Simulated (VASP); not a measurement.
## Pt: single point with PBEsol

Crystal: Pt.

```
Pt
1.0
     2.76067    0.00000    0.00000
    -1.38033    2.39081    0.00000
     0.00000    0.00000    4.79213
Pt
2
Cartesian
  1.3803 0.7969 3.5941
  0.0000 1.5939 1.1980
```

This isn't the form of Pt at room conditions, which is fcc.

```yaml
Program: VASP 6.6.1
Task: single point
Functional: PBEsol
Potentials_or_basis: VASP PAW PBE potentials, release 64 (Pt)
Cutoff: 500 eV
k_mesh: 12 × 12 × 6
Occupations: gaussian, width 0.15 eV
Spin: no spin polarisation
```

```json
{
 "Pressure": "-11.1 GPa",
 "Band gap on the k mesh": "zero (bands 10 and 11 overlap by 1.28 eV)"
}
```

Levels at points of the mesh, in eV from the Fermi level:
```
           k point  band 6  band 7  band 8  band 9  band 10  band 11  band 12  band 13  band 14  band 15
(0.00, 0.00, 0.00)   -3.04   -3.04   -1.78   -1.78    -0.77    -0.20    -0.20     4.64    15.11    15.67
(0.50, 0.00, 0.00)   -2.92   -2.61    0.02    0.30     0.50     2.25     3.71     7.22     8.79     9.45
(0.00, 0.00, 0.50)   -3.40   -3.40   -3.40   -0.77    -0.77    -0.77    -0.77    11.87    11.87    15.53
(0.50, 0.00, 0.50)   -1.78   -0.86   -0.86    0.42     0.42     1.67     1.67     6.42     6.42    14.10
```

Run time: 12 s on 1 thread of Intel(R) Xeon(R) 6975P-C (Granite Rapids), with other jobs on the host, peak memory 0.16 GiB.

Caveat: the cell stands under tension; the PAW data sets were made with another functional, which shifts forces and pressure a little; spin-orbit coupling is left out, which moves the levels of the heavy elements.
